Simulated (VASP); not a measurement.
# Pb (I4_1/amd) in VASP: single point with PBEsol

Aim: the single point of Pb with PBEsol.

Everything below comes from runs of VASP 6.6.1. Logs are shortened: lines on timing, memory, paths and dates and some standing lists are left out, and cuts for length are marked.

### Step 1. The cell of the first run

The structure is tetragonal, space group I4_1/amd (No. 141). The conventional cell has a = 6.158 Å, b = 6.158 Å, c = 3.288 Å, α = 90.00°, β = 90.00°, γ = 90.00°. Pb (site symmetry -4m2) has 10 Pb at 3.19 to 3.95 Å within 4.2 Å.

### Step 2. Single point, PBEsol

INCAR reads:

```
ALGO     = Fast           # electronic algorithm
EDIFF    = 1E-6           # SCF threshold, eV
ENCUT    = 520            # plane-wave cutoff, eV
GGA      = PS             # functional
ISIF     = 2              # what is computed and relaxed
ISMEAR   = 0              # smearing method
LASPH    = T              # aspherical terms in the spheres
LCHARG   = T              # write CHGCAR
LELF     = T              # ELF
LREAL    = F              # projectors in reciprocal space
LVHAR    = T            
LWAVE    = F              # write WAVECAR
NBANDS   = 21             # bands
NELM     = 60             # most SCF steps
PREC     = Accurate       # precision mode
SIGMA    = 0.1            # smearing width, eV
```

KPOINTS reads:

```
k-points
0
Gamma
  18 18 18
```

POSCAR reads:

```
Pb
1.0
   -3.0791000895      3.0791000895      1.6442295802
    3.0791000895     -3.0791000895      1.6442295802
    3.0791000895      3.0791000895     -1.6442295802
Pb
2
Direct
    0.0000000000      0.0000000000      0.0000000000
    0.7500000000      0.2500000000      0.5000000000
```

Potentials or basis: VASP PAW PBE potentials, release 64 (Pb_d).

Launch:

```
$ cat potpaw_PBE.64/Pb_d/POTCAR > POTCAR
$ mpirun -np 1 vasp_std > vasp.out
```

OUTCAR:

```text
EDIFF = 1E-6
   ENCUT = 520
   GGA = PS
   ISIF = 2
   ISMEAR = 0
   LASPH = T
   LREAL = F
   NELM = 60
   PREC = Accurate

 ion  position               nearest neighbor table
   1  0.000  0.000  0.000-   2 3.19   2 3.19   2 3.19   2 3.19   2 3.95   2 3.95   2 3.95   2 3.95

   2  0.750  0.250  0.500-   1 3.19   1 3.19   1 3.19   1 3.19   1 3.95   1 3.95   1 3.95   1 3.95

  LATTYP: Found a body centered tetragonal cell.
 ALAT       =     6.1582001790
 C/A-ratio  =     0.5339967953

  Lattice vectors:

 A1 = (  -3.0791000895,   3.0791000895,   1.6442295802)
 A2 = (   3.0791000895,  -3.0791000895,   1.6442295802)
 A3 = (   3.0791000895,   3.0791000895,  -1.6442295802)

Analysis of symmetry for initial positions (statically):
=====================================================================
 Subroutine PRICEL returns:
 Original cell was already a primitive cell.

 Routine SETGRP: Setting up the symmetry group for a
 body centered tetragonal supercell.

 Subroutine GETGRP returns: Found 16 space group operations
 (whereof  8 operations were pure point group operations)
 out of a pool of 16 trial point group operations.

The static configuration has the point symmetry D_2d.
 The point group associated with its full space group is D_4h.

Analysis of symmetry for dynamics (positions and initial velocities):
=====================================================================
 Subroutine PRICEL returns:
 Original cell was already a primitive cell.

 Routine SETGRP: Setting up the symmetry group for a
 body centered tetragonal supercell.

 Subroutine GETGRP returns: Found 16 space group operations
 (whereof  8 operations were pure point group operations)
 out of a pool of 16 trial point group operations.

The dynamic configuration has the point symmetry D_2d.
 The point group associated with its full space group is D_4h.

 Subroutine INISYM returns: Found 16 space group operations
 (whereof  8 operations are pure point group operations),
 and found     1 'primitive' translations

----------------------------------------------------------------------------------------

                                     Primitive cell

  volume of cell :      62.3548

  direct lattice vectors                    reciprocal lattice vectors
    -3.079100089  3.079100089  1.644229580     0.000000000  0.162385108  0.304093787
     3.079100089 -3.079100089  1.644229580     0.162385108  0.000000000  0.304093787
     3.079100089  3.079100089 -1.644229580     0.162385108  0.162385108  0.000000000

  length of vectors
     4.654589739  4.654589739  4.654589739     0.344734615  0.344734615  0.229647222

  position of ions in fractional coordinates (direct lattice)
     0.000000000  0.000000000  0.000000000
     0.750000000  0.250000000  0.500000000

  ion indices of the primitive-cell ions
   primitive index   ion index
                 1           1
                 2           2

----------------------------------------------------------------------------------------

 KPOINTS: k-points

Automatic generation of k-mesh.
 Grid dimensions read from file:
 generate k-points for:   18   18   18

 Generating k-lattice:

  Cartesian coordinates                     Fractional coordinates (reciprocal lattice)
     0.000000000  0.009021395  0.016894099     0.055555556 -0.000000000  0.000000000
     0.009021395  0.000000000  0.016894099    -0.000000000  0.055555556  0.000000000
     0.009021395  0.009021395  0.000000000     0.000000000  0.000000000  0.055555556

  Length of vectors
     0.019151923  0.019151923  0.012758179

  Shift w.r.t. Gamma in fractional coordinates (k-lattice)
     0.000000000  0.000000000  0.000000000

 Subroutine IBZKPT returns following result:
 ===========================================

 Found    480 irreducible k-points:

 Following reciprocal coordinates:
            Coordinates               Weight
  0.000000  0.000000  0.000000      1.000000
  0.055556 -0.000000  0.000000      8.000000
  0.111111 -0.000000  0.000000      8.000000
  0.166667  0.000000  0.000000      8.000000
  0.222222 -0.000000  0.000000      8.000000
  0.277778  0.000000  0.000000      8.000000
[... 16 lines left out ...]
 -0.277778  0.055556 -0.000000     16.000000
 -0.222222  0.055556 -0.000000     16.000000
 [... further k-points ...]
   k-points           NKPTS =    480   k-points in BZ     NKDIM =    480   number of bands    NBANDS=     21
   number of dos      NEDOS =    301   number of ions     NIONS =      2
   total plane-waves  NPLWV =  46656
   dimension x,y,z NGX =    36 NGY =   36 NGZ =   36
   dimension x,y,z NGXF=    72 NGYF=   72 NGZF=   72
   ions per type =               2
   NGX,Y,Z   is equivalent  to a cutoff of  12.86, 12.86, 12.86 a.u.
   NGXF,Y,Z  is equivalent  to a cutoff of  25.72, 25.72, 25.72 a.u.
 SYSTEM =  unknown system
   PREC   = accura    normal or accurate (medium, high low for compatibility)
   ISTART =      0    job   : 0-new  1-cont  2-samecut
   ICHARG =      2    charge: 1-file 2-atom 10-const
   ISPIN  =      1    spin polarized calculation?
   LNONCOLLINEAR =      F non collinear calculations
   LSORBIT =      F    spin-orbit coupling
   LASPH  =      T    aspherical Exc in radial PAW
   ENCUT  =  520.0 eV  38.22 Ry    6.18 a.u.   8.65  8.65  8.65*2*pi/ulx,y,z
   NELM   =     60;   NELMIN=  2; NELMDL= -5     # of ELM steps
   EDIFF  = 0.1E-05   stopping-criterion for ELM
   LREAL  =      F    real-space projection
[... 7 lines left out ...]
   TEBEG  =    0.0;   TEEND  =   0.0 temperature during run
   PSTRESS=    0.0 pullay stress
   NELECT =      28.0000    total number of electrons
   NUPDOWN=      -1.0000    fix difference up-down
   EMIN   =  10.00;   EMAX   =-10.00  energy-range for DOS
   EFERMI =   0.00;   METHOD = LEGACY
   ISMEAR =     0;   SIGMA  =   0.10  broadening in eV -4-tet -1-fermi 0-gaus
   EFERMI_NEDOS =   21; number of points for ismear=-14 and -15
   IALGO  =     68    algorithm
   IMIX   =      4    mixing-type and parameters
     AMIX     =   0.40;   BMIX     =  1.00
     AMIX_MAG =   1.60;   BMIX_MAG =  1.00
  volume/ion in A,a.u.               =      31.18       210.40
  Fermi-wavevector in a.u.,A,eV,Ry     =   1.253634  2.369025 21.382898  1.571599
  Thomas-Fermi vector in A             =   2.387478
   LORBIT       =      0    0 simple, 1 ext, 2 COOP (PROOUT), +10 PAW based schemes
   GGA     = PS    functional components
   LHFCALC =     F    Hartree Fock is set to
   AEXX    =    0.0000 exact exchange contribution
   IVDW    =     0    specifies the selected vdW correction
   LEPSILON=     F    determine dielectric tensor
   LRPA    =     F    only Hartree local field effects (RPA)
 non-spin polarized calculation
 RMM-DIIS sequential band-by-band and
 Gauss-broadening in eV      SIGMA  =   0.10
  energy-cutoff  :      520.00
  volume of cell :       62.35
 maximum number of plane-waves:      1707
   NGX = 17   NGY = 17   NGZ = 17

 number of electron      28.0000003 magnetization

 Free energy of the ion-electron system (eV)
  ---------------------------------------------------
  ext. energy  EPLUGINS =         0.00000000
  ---------------------------------------------------
  free energy    TOTEN  =        -7.72374836 eV

  energy without entropy =       -7.71689159  energy(sigma->0) =       -7.72031997

 E-fermi :   6.5664     XC(G=0): -10.1507

 val. band max:        6.5651003077   @ k =   0.5000   0.1667   0.0556
 cond. band min:       6.5738696010   @ k =  -0.2222  -0.3333   0.1111
 fundamental gap:      0.0087692933
 Fermi energy:         6.5664323403

 k-point     1 :       0.0000    0.0000    0.0000
  band No.  band energies     occupation
      1     -10.5542      2.00000
      2     -10.4434      2.00000
      3     -10.3808      2.00000
      4     -10.3783      2.00000
      5     -10.0870      2.00000
      6     -10.0870      2.00000
[... 13 lines left out ...]
     20      15.6881      0.00000
     21      16.9259      0.00000

 k-point     2 :       0.0556   -0.0000    0.0000
  band No.  band energies     occupation
      1     -10.5513      2.00000
      2     -10.4322      2.00000
      3     -10.3744      2.00000
      4     -10.3664      2.00000
      5     -10.0972      2.00000
      6     -10.0968      2.00000
[... 13 lines left out ...]
     20      15.9806      0.00000
     21      16.5885      0.00000

 k-point     3 :       0.1111   -0.0000    0.0000
  band No.  band energies     occupation
      1     -10.5423      2.00000
      2     -10.4008      2.00000
      3     -10.3632      2.00000
      4     -10.3269      2.00000
      5     -10.1200      2.00000
      6     -10.1146      2.00000
[... 13 lines left out ...]
     20      15.5746      0.00000
     21      15.5905      0.00000

 k-point     4 :       0.1667    0.0000    0.0000
  band No.  band energies     occupation
      1     -10.5272      2.00000
      2     -10.3558      2.00000
      3     -10.3460      2.00000
      4     -10.2731      2.00000
      5     -10.1498      2.00000
      6     -10.1288      2.00000
[... 13 lines left out ...]
     20      14.8072      0.00000
     21      14.9364      0.00000

 k-point     5 :       0.2222   -0.0000    0.0000
  band No.  band energies     occupation
      1     -10.5079      2.00000
      2     -10.3254      2.00000
      3     -10.3104      2.00000
      4     -10.2298      2.00000
      5     -10.1820      2.00000
      6     -10.1259      2.00000
[... 13 lines left out ...]
     20      14.1873      0.00000
     21      14.7894      0.00000
[... 382 lines left out ...]
     20      13.8620      0.00000
     21      15.4720      0.00000

 k-point    22 :      -0.3333    0.0556    0.0000
  band No.  band energies     occupation
      1     -10.4739      2.00000
      2     -10.2967      2.00000
      3     -10.2879      2.00000
      4     -10.2493      2.00000
      5     -10.2007      2.00000
      6     -10.1382      2.00000
[... 13 lines left out ...]
     20      14.0533      0.00000
     21      14.9790      0.00000

 k-point    23 :      -0.2778    0.0556   -0.0000
  band No.  band energies     occupation
      1     -10.4938      2.00000
      2     -10.3166      2.00000
      3     -10.3128      2.00000
      4     -10.2482      2.00000
      5     -10.1766      2.00000
      6     -10.1207      2.00000
[... 13 lines left out ...]
     20      14.4876      0.00000
     21      14.7447      0.00000

 k-point    24 :      -0.2222    0.0556   -0.0000
  band No.  band energies     occupation
      1     -10.5141      2.00000
      2     -10.3595      2.00000
      3     -10.3343      2.00000
      4     -10.2851      2.00000
      5     -10.1469      2.00000
      6     -10.1169      2.00000
[... 13 lines left out ...]
     20      14.9163      0.00000
     21      15.1145      0.00000

 [... further k-points ...]
[... 5 lines left out ...]
  --------------------------------------------------------------------------------------
  -------------------------------------------------------------------------------------
  Total       -0.0171338     -0.0171338     -0.0284013      0.0000000      0.0000000      0.0000000
  in kB       -0.4402454     -0.4402454     -0.7297573      0.0000000      0.0000000      0.0000000
  external PRESSURE =      -0.5367494 kB  Pullay stress =       0.0000000 kB

 VOLUME and BASIS-vectors are now :
 -----------------------------------------------------------------------------
  energy-cutoff  :      520.00
  volume of cell :       62.35
      direct lattice vectors                 reciprocal lattice vectors
    -3.079100089  3.079100089  1.644229580     0.000000000  0.162385108  0.304093787
     3.079100089 -3.079100089  1.644229580     0.162385108  0.000000000  0.304093787
     3.079100089  3.079100089 -1.644229580     0.162385108  0.162385108  0.000000000

 POSITION                                       TOTAL-FORCE (eV/Angst)
 -----------------------------------------------------------------------------------
      0.00000      0.00000      0.00000        -0.000000      0.000000     -0.000000
     -0.00000      3.07910      0.82211         0.000000     -0.000000      0.000000
 -----------------------------------------------------------------------------------
    total drift:                               -0.000000      0.000000     -0.000000

  FREE ENERGIE OF THE ION-ELECTRON SYSTEM (eV)
  ---------------------------------------------------
  free  energy   TOTEN  =        -7.7237483554 eV

  energy  without entropy=       -7.7168915935  energy(sigma->0) =       -7.72031997
```

Run time: 15 min. Hardware: 1 thread of Intel Xeon 8259CL, shared host; peak memory 0.59 GiB.

What came out:

```yaml
Free_energy: -7.7237 eV
Pressure: -0.1 GPa
Band_gap_on_the_k_mesh: zero (bands 14 and 15 overlap by 3.49 eV)
```

Caveat: the PAW data sets were made with another functional, which shifts forces and pressure a little; spin-orbit coupling is left out, which moves the levels of the heavy elements.
